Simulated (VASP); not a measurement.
Write the native input for VASP 6.6.1 that does the following.

* Task: relaxation of cell and atoms
* Functional: PBEsol
* Potentials or basis: VASP PAW PBE potentials, release 64 (Ge_d)
* Cutoff: 600 eV
* k mesh: 14 × 14 × 14
* Occupations: gaussian, width 0.1 eV
* Spin: no spin polarisation
* Dipole correction: no
* Further INCAR settings: ALGO = Normal; EDIFF = 1e-07; IBRION = 2; EDIFFG = -0.005; NSW = 100; ISIF = 3

The structure of Ge lies in POSCAR:

```
Ge
1.0
    0.0000000000      2.8287700000      2.8287700000
    2.8287700000      0.0000000000      2.8287700000
    2.8287700000      2.8287700000      0.0000000000
Ge
2
Direct
    0.5000000000      0.5000000000      0.5000000000
    0.7500000000      0.7500000000      0.7500000000
```

The input as run:

INCAR

```
SYSTEM = Ge
ALGO     = Normal         ! electronic algorithm
EDIFF    = 1E-7           ! SCF threshold, eV
EDIFFG   = -0.005         ! ionic threshold
ENCUT    = 600            ! plane-wave cutoff, eV
GGA      = PS             ! functional
IBRION   = 2              ! ionic algorithm
ISIF     = 3              ! what is computed and relaxed
ISMEAR   = 0              ! smearing method
LASPH    = .True.         ! aspherical terms in the spheres
LCHARG   = .False.        ! write CHGCAR
LREAL    = .False.        ! projectors in reciprocal space
LWAVE    = .False.        ! write WAVECAR
NELM     = 60             ! most SCF steps
NSW      = 100            ! ionic steps
PREC     = Accurate       ! precision mode
SIGMA    = 0.1            ! smearing width, eV
```

KPOINTS

```
k-points
0
Gamma
  14 14 14
  0 0 0
```

Potentials or basis: VASP PAW PBE potentials, release 64 (Ge_d).

The run is started by

```bash
$ cat potpaw_PBE.64/Ge_d/POTCAR > POTCAR
$ mpirun -np 1 vasp_std > vasp.out
```

Results of the run:

The relaxed volume is 22.83 Å³/atom. The relaxed cell is a = 4.012 Å, b = 4.012 Å, c = 4.012 Å, α = 60.00°, β = 60.00°, γ = 60.00°. The space group after relaxing (to 0.1 Å) is Fd-3m (No. 227). The energy gained by relaxing is 0.4 meV/atom, the ionic steps are 4 and the pressure after relaxing is 0.0 GPa. The band gap on the k mesh is zero (filled and empty bands touch).

Caveat: semilocal functionals underestimate gaps, so a narrow gap can read as zero; the PAW data sets were made with another functional, which shifts forces and pressure a little.

Wall time 74 s on 1 thread of Intel(R) Xeon(R) 6975P-C (Granite Rapids), on a shared host, peak memory 0.24 GiB.
